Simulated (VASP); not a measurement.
# MnO (Imm2) in VASP: single point with LDA+U

Aim: the single point of MnO with LDA+U.

Everything below comes from runs of VASP 6.6.1. Logs are shortened: lines on timing, memory, paths and dates and some standing lists are left out, and cuts for length are marked.

**1. The cell of the first run**

It takes space group Imm2 (No. 44, orthorhombic). The conventional cell has a = 3.144 Å, b = 4.446 Å, c = 3.144 Å, α = 90.00°, β = 90.00°, γ = 90.00°. Mn (site symmetry mm2) has 6 O at 2.13 to 2.33 Å within 2.8 Å. O (site symmetry mm2) has 6 Mn at 2.13 to 2.33 Å within 2.8 Å.

**2. Single point, LDA+U, collinear spin, ferromagnetic start**

INCAR

```
SYSTEM = MnO
  PREC = Accurate
  ENCUT = 520
  EDIFF = 1E-6
  ISMEAR = -1
  SIGMA = 0.02
  LREAL = .False.
  LASPH = .True.
  NELM = 150
  ALGO = Normal
  ISIF = 2
  LWAVE = .False.
  LCHARG = .False.
  ISPIN = 2
  MAGMOM = 4 0
  LORBIT = 11
  LMAXMIX = 4
  LDAU = .True.
  LDAUTYPE = 2
  LDAUL = 2 -1
  LDAUU = 4.5 0
  LDAUJ = 0 0
  LDAUPRINT = 1
  NBANDS = 20
  ISYM = 0
```

KPOINTS

```
Automatic mesh
0
Gamma
  9 9 9
  0.5 0.5 0.5
```

POSCAR

```
MnO
1.0
    0.0000000000      2.2230000000      2.2230000000
    2.2230000000      0.0000000000      2.2230000000
    2.2230000000      2.2230000000      0.0000000000
Mn O
1 1
Direct
    0.0000000000      0.0000000000      0.0000000000
    0.5000000000      0.5450000000      0.5000000000
```

Potentials or basis: VASP PAW LDA potentials, release 64 (Mn_pv, O).

On the command line:

```
$ cat potpaw_LDA.64/Mn_pv/POTCAR potpaw_LDA.64/O/POTCAR > POTCAR
$ mpirun -np 1 vasp_std > vasp.out
```

OUTCAR:

```text
SYSTEM = MnO
   PREC = Accurate
   ENCUT = 520
   EDIFF = 1E-6
   ISMEAR = -1
   LREAL = .False.
   LASPH = .True.
   NELM = 150
   ISIF = 2
   ISPIN = 2
   LORBIT = 11
   ISYM = 0

 ion  position               nearest neighbor table
   1  0.000  0.000  0.000-   2 2.13   2 2.13   2 2.23   2 2.23   2 2.33   2 2.33
   2  0.500  0.545  0.500-   1 2.13   1 2.13   1 2.23   1 2.23   1 2.33   1 2.33

IMPORTANT INFORMATION: All symmetrisations will be switched off!
NOSYMM: (Re-)initialisation of all symmetry stuff for point group C_1.

----------------------------------------------------------------------------------------

                                     Primitive cell

  volume of cell :      21.9709

  direct lattice vectors                    reciprocal lattice vectors
     0.000000000  2.223000000  2.223000000    -0.224921278  0.224921278  0.224921278
     2.223000000  0.000000000  2.223000000     0.224921278 -0.224921278  0.224921278
     2.223000000  2.223000000  0.000000000     0.224921278  0.224921278 -0.224921278

  length of vectors
     3.143796749  3.143796749  3.143796749     0.389575080  0.389575080  0.389575080

  position of ions in fractional coordinates (direct lattice)
     0.000000000  0.000000000  0.000000000
     0.500000000  0.545000000  0.500000000

  ion indices of the primitive-cell ions
   primitive index   ion index
                 1           1
                 2           2

----------------------------------------------------------------------------------------

 KPOINTS: Automatic mesh

Automatic generation of k-mesh.
 Grid dimensions read from file:
 generate k-points for:    9    9    9

 Generating k-lattice:

  Cartesian coordinates                     Fractional coordinates (reciprocal lattice)
    -0.024991253  0.024991253  0.024991253     0.111111111  0.000000000  0.000000000
     0.024991253 -0.024991253  0.024991253     0.000000000  0.111111111  0.000000000
     0.024991253  0.024991253 -0.024991253     0.000000000  0.000000000  0.111111111

  Length of vectors
     0.043286120  0.043286120  0.043286120

  Shift w.r.t. Gamma in fractional coordinates (k-lattice)
     0.500000000  0.500000000  0.500000000

 Subroutine IBZKPT returns following result:
 ===========================================

 Found   1460 irreducible k-points:

 Following reciprocal coordinates:
            Coordinates               Weight
  0.055556  0.055556  0.055556      2.000000
  0.055556  0.000000  0.000000      2.000000
  0.000000  0.000000 -0.055556      2.000000
  0.000000  0.055556  0.000000      2.000000
  0.166667  0.055556  0.055556      2.000000
  0.055556  0.166667  0.055556      2.000000
[... 16 lines left out ...]
  0.000000  0.222222 -0.055556      2.000000
  0.222222  0.000000 -0.055556      2.000000
 [... further k-points ...]
   k-points           NKPTS =   1460   k-points in BZ     NKDIM =   1460   number of bands    NBANDS=     20
   number of dos      NEDOS =    301   number of ions     NIONS =      2
   total plane-waves  NPLWV =  13824
   dimension x,y,z NGX =    24 NGY =   24 NGZ =   24
   dimension x,y,z NGXF=    48 NGYF=   48 NGZF=   48
   ions per type =               1   1
   NGX,Y,Z   is equivalent  to a cutoff of  12.69, 12.69, 12.69 a.u.
   NGXF,Y,Z  is equivalent  to a cutoff of  25.38, 25.38, 25.38 a.u.
 SYSTEM =  MnO
   PREC   = accura    normal or accurate (medium, high low for compatibility)
   ISTART =      0    job   : 0-new  1-cont  2-samecut
   ICHARG =      2    charge: 1-file 2-atom 10-const
   ISPIN  =      2    spin polarized calculation?
   LNONCOLLINEAR =      F non collinear calculations
   LSORBIT =      F    spin-orbit coupling
   LASPH  =      T    aspherical Exc in radial PAW
   ENCUT  =  520.0 eV  38.22 Ry    6.18 a.u.   5.85  5.85  5.85*2*pi/ulx,y,z
   NELM   =    150;   NELMIN=  2; NELMDL= -5     # of ELM steps
   EDIFF  = 0.1E-05   stopping-criterion for ELM
   LREAL  =      F    real-space projection
   EDIFFG = 0.1E-04   stopping-criterion for IOM
   NSW    =      0    number of steps for IOM
   IBRION =     -1    ionic relax: 0-MD 1-quasi-New 2-CG
   NFREE  =      0    steps in history (QN), initial steepest desc. (CG)
   ISIF   =      2    stress and relaxation
   ISYM   =      0    0-nonsym 1-usesym 2-fastsym
   POTIM  = 0.5000    time-step for ionic-motion
   TEBEG  =    0.0;   TEEND  =   0.0 temperature during run
   PSTRESS=    0.0 pullay stress
   NELECT =      19.0000    total number of electrons
   NUPDOWN=      -1.0000    fix difference up-down
   EMIN   =  10.00;   EMAX   =-10.00  energy-range for DOS
   EFERMI =   0.00;   METHOD = LEGACY
   ISMEAR =    -1;   SIGMA  =   0.02  broadening in eV -4-tet -1-fermi 0-gaus
   EFERMI_NEDOS =   21; number of points for ismear=-14 and -15
   IALGO  =     38    algorithm
   IMIX   =      4    mixing-type and parameters
     AMIX     =   0.40;   BMIX     =  1.00
     AMIX_MAG =   1.60;   BMIX_MAG =  1.00
  volume/ion in A,a.u.               =      10.99        74.13
  Fermi-wavevector in a.u.,A,eV,Ry     =   1.559708  2.947420 33.098734  2.432688
  Thomas-Fermi vector in A             =   2.663027
   LORBIT       =     11    0 simple, 1 ext, 2 COOP (PROOUT), +10 PAW based schemes
 LDA+U is selected, type is set to LDAUTYPE =  2
   angular momentum for each species LDAUL =     2   -1
   U (eV)           for each species LDAUU =   4.5  0.0
   J (eV)           for each species LDAUJ =   0.0  0.0
   GGA     = CA    functional components
   LHFCALC =     F    Hartree Fock is set to
   AEXX    =    0.0000 exact exchange contribution
   IVDW    =     0    specifies the selected vdW correction
   LEPSILON=     F    determine dielectric tensor
   LRPA    =     F    only Hartree local field effects (RPA)
 spin polarized calculation
  energy-cutoff  :      520.00
  volume of cell :       21.97
 maximum number of plane-waves:       603
   NGX = 11   NGY = 11   NGZ = 11

atom =   1  type =  1  l = 2

 onsite density matrix

spin component  1

  0.9401 -0.0002 -0.0000 -0.0000  0.0000
 -0.0002  0.9401 -0.0000  0.0000  0.0000
 -0.0000 -0.0000  0.9762 -0.0003  0.0001
 -0.0000  0.0000 -0.0003  0.9408 -0.0005
  0.0000  0.0000  0.0001 -0.0005  0.9764

spin component  2

  0.0209  0.0000  0.0000  0.0000 -0.0000
  0.0000  0.0209  0.0000 -0.0000 -0.0000
  0.0000  0.0000  0.0775 -0.0008 -0.0013
  0.0000 -0.0000 -0.0008  0.0222 -0.0013
 -0.0000 -0.0000 -0.0013 -0.0013  0.0760

 occupancies and eigenvectors

  o =  0.0209  v =  0.0000  0.0000  0.0000  0.0000  0.0000  0.7064 -0.7078 -0.0000 -0.0000 -0.0000      0.0000  0.0000  0.0000  0.0000  0.0000  0.0000  0.0000  0.0000  0.0000  0.0000
  o =  0.0209  v =  0.0000  0.0000  0.0000  0.0000  0.0000 -0.7078 -0.7064  0.0000  0.0000  0.0000      0.0000  0.0000  0.0000  0.0000  0.0000  0.0000  0.0000  0.0000  0.0000  0.0000
  o =  0.0221  v =  0.0000  0.0000  0.0000  0.0000  0.0000 -0.0000  0.0000 -0.0147 -0.9996 -0.0254      0.0000  0.0000  0.0000  0.0000  0.0000  0.0000  0.0000  0.0000  0.0000  0.0000
  o =  0.0753  v =  0.0000  0.0000  0.0000  0.0000  0.0000  0.0000 -0.0000 -0.4998  0.0293 -0.8657      0.0000  0.0000  0.0000  0.0000  0.0000  0.0000  0.0000  0.0000  0.0000  0.0000
  o =  0.0782  v =  0.0000  0.0000  0.0000  0.0000  0.0000 -0.0000 -0.0000 -0.8660 -0.0000  0.5000      0.0000  0.0000  0.0000  0.0000  0.0000  0.0000  0.0000  0.0000  0.0000  0.0000
  o =  0.9400  v =  0.7071  0.7071  0.0000  0.0000 -0.0000  0.0000  0.0000  0.0000  0.0000  0.0000      0.0000  0.0000  0.0000  0.0000  0.0000  0.0000  0.0000  0.0000  0.0000  0.0000
  o =  0.9403  v =  0.7071 -0.7071  0.0000  0.0001  0.0000  0.0000  0.0000  0.0000  0.0000  0.0000      0.0000  0.0000  0.0000  0.0000  0.0000  0.0000  0.0000  0.0000  0.0000  0.0000
  o =  0.9408  v = -0.0001  0.0001  0.0077  0.9999  0.0133  0.0000  0.0000  0.0000  0.0000  0.0000      0.0000  0.0000  0.0000  0.0000  0.0000  0.0000  0.0000  0.0000  0.0000  0.0000
  o =  0.9762  v = -0.0000 -0.0000  0.8661 -0.0000 -0.4999  0.0000  0.0000  0.0000  0.0000  0.0000      0.0000  0.0000  0.0000  0.0000  0.0000  0.0000  0.0000  0.0000  0.0000  0.0000
  o =  0.9764  v =  0.0000 -0.0000  0.4998 -0.0154  0.8660  0.0000  0.0000  0.0000  0.0000  0.0000      0.0000  0.0000  0.0000  0.0000  0.0000  0.0000  0.0000  0.0000  0.0000  0.0000

 number of electron      18.9999992 magnetization       5.0000842

 Free energy of the ion-electron system (eV)
  ---------------------------------------------------
  ext. energy  EPLUGINS =         0.00000000
  ---------------------------------------------------
  free energy    TOTEN  =       -16.35711565 eV

  energy without entropy =      -16.35711564  energy(sigma->0) =      -16.35711564

 E-fermi :   6.8654     XC(G=0): -12.3230

 val. band max:        6.6137874706   @ k =   0.5000   0.5000   0.5000
 cond. band min:       7.1233632667   @ k =   0.0000   0.0000  -0.0556
 fundamental gap:      0.5095757960
 Fermi energy:         6.8653501641

 spin component 1

 k-point     1 :       0.0556    0.0556    0.0556
  band No.  band energies     occupation
      1     -42.5659      1.00000
      2     -42.5627      1.00000
      3     -42.5530      1.00000
      4     -12.4789      1.00000
      5       1.9702      1.00000
      6       2.1273      1.00000
[... 12 lines left out ...]
     19      26.3702      0.00000
[... 513 lines left out ...]
      4     -12.0246      1.00000
      5       0.2783      1.00000
      6       1.1144      1.00000
[... 12 lines left out ...]
     19      26.6191      0.00000
     20      30.6971      0.00000

 [... further k-points ...]

 Fermi energy:         6.8653501641

 spin component 2

 k-point     1 :       0.0556    0.0556    0.0556
  band No.  band energies     occupation
      1     -38.0294      1.00000
      2     -38.0243      1.00000
      3     -38.0160      1.00000
      4     -12.0395      1.00000
      5       3.8772      1.00000
      6       4.0145      1.00000
[... 12 lines left out ...]
     19      28.5186      0.00000
[... 513 lines left out ...]
      4     -11.5958      1.00000
      5       1.7769      1.00000
      6       3.4664      1.00000
[... 12 lines left out ...]
     19      29.5466      0.00000
     20      32.9756      0.00000

 [... further k-points ...]

------------------------ aborting loop because EDIFF is reached ----------------------------------------

  FORCE on cell =-STRESS in cart. coord.  units (eV):
  Direction    XX          YY          ZZ          XY          YZ          ZX
  --------------------------------------------------------------------------------------
  -------------------------------------------------------------------------------------
  Total       -0.3641690     -0.6891504     -0.3641698     -0.0000041     -0.0000049     -0.0557642
  in kB      -26.5561500    -50.2546440    -26.5562145     -0.0002997     -0.0003583     -4.0664696
  external PRESSURE =     -34.4556695 kB  Pullay stress =       0.0000000 kB

 VOLUME and BASIS-vectors are now :
 -----------------------------------------------------------------------------
  energy-cutoff  :      520.00
  volume of cell :       21.97
      direct lattice vectors                 reciprocal lattice vectors
     0.000000000  2.223000000  2.223000000    -0.224921278  0.224921278  0.224921278
     2.223000000  0.000000000  2.223000000     0.224921278 -0.224921278  0.224921278
     2.223000000  2.223000000  0.000000000     0.224921278  0.224921278 -0.224921278

 POSITION                                       TOTAL-FORCE (eV/Angst)
 -----------------------------------------------------------------------------------
      0.00000      0.00000      0.00000         0.347126      0.000000      0.347126
      2.32304      2.22300      2.32304        -0.347126     -0.000000     -0.347126
 -----------------------------------------------------------------------------------
    total drift:                                0.000034     -0.000000      0.000034

  FREE ENERGIE OF THE ION-ELECTRON SYSTEM (eV)
  ---------------------------------------------------
  free  energy   TOTEN  =       -16.3571156460 eV

  energy  without entropy=      -16.3571156425  energy(sigma->0) =      -16.35711564

 total charge

# of ion       s       p       d       tot
------------------------------------------
    1        0.218   6.194   4.971  11.383
    2        1.543   3.435   0.000   4.978
--------------------------------------------------
tot          1.761   9.629   4.971  16.360

 magnetization (x)

# of ion       s       p       d       tot
------------------------------------------
    1        0.027   0.023   4.548   4.598
    2        0.022   0.141   0.000   0.163
--------------------------------------------------
tot          0.049   0.164   4.548   4.761
```

Run time: 31 min. Hardware: 1 thread of Oxide Virtual Turin-like, shared host; peak memory 0.87 GiB.

Results:

| Property | Result |
| --- | --- |
| Free energy | -16.3571 eV |
| Pressure | -3.4 GPa |
| Largest force | 0.491 eV/Å |
| Band gap on the k mesh | 0.51 eV (least direct gap 2.76 eV) |
| Net moment | 5.00 μB per cell |
| Site moments | Mn +4.60; O +0.16 μB |
| Valence electrons inside the program's atomic spheres | Mn 11.38; O 4.98 |

Forces in eV/Å, atoms in the order of the input:
```
Mn   0.347  0.000  0.347
O   -0.347  0.000 -0.347
```

Stress tensor (GPa, compression positive):
```
-2.66  0.00 -0.41
 0.00 -5.03  0.00
-0.41  0.00 -2.66
```

Levels at points of the mesh, in eV from the valence-band top:
Spin up:
| k point | band 8 | band 9 | band 10 | band 11 | band 12 | band 13 | band 14 | band 15 | band 16 | band 17 |
| --- | --- | --- | --- | --- | --- | --- | --- | --- | --- | --- |
| (0.50, 0.50, 0.50) | -3.46 | -3.45 | -2.60 | -0.09 | 0.00 | 4.17 | 8.34 | 12.40 | 12.41 | 18.55 |
| (0.50, 0.00, 0.00) | -3.46 | -3.46 | -2.62 | -0.18 | -0.10 | 4.21 | 8.35 | 12.42 | 12.51 | 18.51 |
| (0.00, 0.00, 0.50) | -3.46 | -3.46 | -2.62 | -0.18 | -0.10 | 4.21 | 8.35 | 12.42 | 12.51 | 18.51 |
| (0.00, 0.50, 0.00) | -3.46 | -3.45 | -2.60 | -0.09 | 0.00 | 4.17 | 8.34 | 12.40 | 12.41 | 18.55 |
Spin down:
| k point | band 5 | band 6 | band 7 | band 8 | band 9 | band 10 |
| --- | --- | --- | --- | --- | --- | --- |
| (0.50, 0.50, 0.50) | -6.52 | -3.73 | -3.67 | 4.13 | 4.46 | 4.48 |
| (0.50, 0.00, 0.00) | -6.53 | -3.67 | -3.63 | 4.13 | 4.31 | 4.46 |
| (0.00, 0.00, 0.50) | -6.53 | -3.67 | -3.63 | 4.13 | 4.31 | 4.46 |
| (0.00, 0.50, 0.00) | -6.52 | -3.73 | -3.67 | 4.13 | 4.46 | 4.48 |

Eigenvalues of the final occupation matrices:
| site | spin | trace | eigenvalues |
| --- | --- | --- | --- |
| site 1 d | 1 | 4.77 | 0.94 0.94 0.94 0.98 0.98 |
| site 1 d | 2 | 0.22 | 0.02 0.02 0.02 0.08 0.08 |

Caveat: the cell stands under tension; a shifted mesh leaves out Γ, where band edges can lie; a cell with one magnetic atom can't hold antiferromagnetic order, which such compounds often take.
